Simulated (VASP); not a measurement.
Here is a VASP 6.6.1 calculation.

INCAR

```
SYSTEM = TaN
PREC = Accurate ; ENCUT = 520
EDIFF = 1E-8 ; ISMEAR = -1
SIGMA = 0.01 ; LREAL = .FALSE.
LASPH = .TRUE. ; NELM = 100
ALGO = Normal ; ISIF = 2
LWAVE = .FALSE. ; LCHARG = .FALSE.
GGA = PE ; LEFG = .TRUE.
NBANDS = 33
```

File KPOINTS:

```
regular mesh
0
G
  6 6 9
  0 0 0
```

File POSCAR:

```
TaN
1.0
    5.1960008669     -0.0519600087     -0.0519600087
   -2.6429991209      4.5258487531     -0.0190186832
   -0.0291100000     -0.0291100000      2.9110000000
Ta N
3 3
Direct
    0.3333333333      0.6666666667      0.5000000000
    0.6666666667      0.3333333333      0.5000000000
    0.0000000000      0.0000000000      0.0000000000
    0.3928500000      0.0000000000      0.0000000000
    0.6071500000      0.6071500000      0.0000000000
    0.0000000000      0.3928500000      0.0000000000
```

Potentials or basis: VASP PAW PBE potentials, release 64 (Ta_pv, N).

Command:

```bash
$ cat potpaw_PBE.64/Ta_pv/POTCAR potpaw_PBE.64/N/POTCAR > POTCAR
$ mpirun -np 1 vasp_std > vasp.out
```

Q: Estimate the largest force.

A: 0.282 eV/Å.

Q: Predict the pressure.

A: 6.1 GPa.

Q: Estimate the band gap on the k mesh.

A: Zero (bands 24 and 25 overlap by 3.01 eV).

Stress tensor (GPa, compression positive):
```
6.34 4.04 4.12
4.04 6.33 4.11
4.12 4.11 5.51
```

Caveat: the cell differs from its parent crystal (equal xy, yz and zx shear strains of -2 %); the cell stands under pressure; without QUAD_EFG the Cq values of the log hold for a quadrupole moment of 1 mb, not for the nuclei; spin-orbit coupling is left out, which moves the levels of the heavy elements.
